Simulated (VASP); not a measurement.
Set up this calculation in VASP 6.6.1, as the native input.

| Item | Value |
| --- | --- |
| Task | relaxation of cell and atoms |
| Functional | PBE |
| Potentials or basis | VASP PAW PBE potentials, release 64 (Ga_d, C) |
| Cutoff | 600 eV |
| k mesh | 4 × 4 × 6 |
| Occupations | gaussian, width 0.1 eV |
| Spin | no spin polarisation |
| Dipole correction | no |
| Further INCAR settings | ALGO = Normal; EDIFF = 1e-07; IBRION = 2; EDIFFG = -0.04; NSW = 90; ISIF = 3 |

The structure of GaC2 lies in POSCAR:

```
GaC2
1.0
    4.0048473711      0.0000000000      0.0000000000
    0.0000000000      4.8878853101      0.0000000000
    0.0000000000      0.0000000000      3.0513466088
Ga C
2 4
Direct
    0.0000000000      0.0000000000      0.0000000000
    0.5000000000      0.5000000000      0.5000000000
    0.2004000000      0.3787000000      0.0000000000
    0.7996000000      0.6213000000      0.0000000000
    0.7004000000      0.1213000000      0.5000000000
    0.2996000000      0.8787000000      0.5000000000
```

The input as run:

INCAR

```
PREC     = Accurate       # precision mode
ENCUT    = 600            # plane-wave cutoff, eV
EDIFF    = 1E-7           # SCF threshold, eV
ISMEAR   = 0              # smearing method
SIGMA    = 0.1            # smearing width, eV
LREAL    = False          # projectors in reciprocal space
LASPH    = True           # aspherical terms in the spheres
NELM     = 100            # most SCF steps
ALGO     = Normal         # electronic algorithm
ISIF     = 3              # what is computed and relaxed
LWAVE    = False          # write WAVECAR
LCHARG   = False          # write CHGCAR
GGA      = PE             # functional
IBRION   = 2              # ionic algorithm
NSW      = 90             # ionic steps
EDIFFG   = -0.04          # ionic threshold
```

KPOINTS

```
regular mesh
0
Gamma
  4 4 6
```

Potentials or basis: VASP PAW PBE potentials, release 64 (Ga_d, C).

The run is started by

```sh
$ cat potpaw_PBE.64/Ga_d/POTCAR potpaw_PBE.64/C/POTCAR > POTCAR
$ mpirun -np 1 vasp_std > vasp.out
```

It gave:

| Property | Result |
| --- | --- |
| Relaxed volume | 11.28 Å³/atom |
| Relaxed cell | a = 4.111 Å, b = 5.016 Å, c = 3.281 Å, α = 90.00°, β = 90.00°, γ = 90.00° |
| Space group after relaxing (to 0.05 Å) | Pnnm (No. 58) |
| Energy gained by relaxing | 1220.1 meV/atom |
| Ionic steps | 25 |
| Pressure after relaxing | 0.0 GPa |
| Largest force after relaxing | 0.037 eV/Å |
| Band gap on the k mesh | zero (band 21 reaches 6.72 eV, above the bottom of band 22 at 4.18 eV) |

Caveat: the k points lie up to 0.38 Å⁻¹ apart in the final cell.

Run time: 8 min on 1 thread of Intel(R) Xeon(R) 6975P-C (Granite Rapids), on a shared host, peak memory 0.21 GiB.
